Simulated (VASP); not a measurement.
Write the native input for VASP 6.6.1 that does the following.

* Task: single point
* Functional: LDA
* Potentials or basis: VASP PAW LDA potentials, release 64 (Cd, S)
* Cutoff: 520 eV
* k mesh: 11 × 11 × 11
* Occupations: fermi-dirac, width 0.08 eV
* Spin: no spin polarisation
* Dipole correction: no
* Further INCAR settings: ALGO = Normal; EDIFF = 1e-07; NBANDS = 16

The structure of CdS (zincblende type) lies in POSCAR:

```
CdS
1.0
    0.0000000000      2.8784172280      2.8784172280
    2.8784172280      0.0000000000      2.8784172280
    2.8784172280      2.8784172280      0.0000000000
Cd S
1 1
Direct
    0.0000000000      0.0000000000      0.0000000000
    0.2500000000      0.2500000000      0.2500000000
```

These files were run (other wordings do the same):

INCAR

```
PREC = Accurate
ENCUT = 520
EDIFF = 1E-7
ISMEAR = -1
SIGMA = 0.08
LREAL = False
LASPH = True
NELM = 80
ALGO = Normal
ISIF = 2
LWAVE = False
LCHARG = True
LELF = True
LVHAR = True
NBANDS = 16
```

KPOINTS

```
Automatic mesh
0
Gamma
  11 11 11
```

Potentials or basis: VASP PAW LDA potentials, release 64 (Cd, S).

Run with:

```console
$ cat potpaw_LDA.64/Cd/POTCAR potpaw_LDA.64/S/POTCAR > POTCAR
$ mpirun -np 1 vasp_std > vasp.out
```

Results of the run:

* Pressure: 0.5 GPa
* Band gap on the k mesh: 0.98 eV

It took 59 s on 1 thread of AMD EPYC 7R13, with other jobs on the host, peak memory 0.15 GiB.
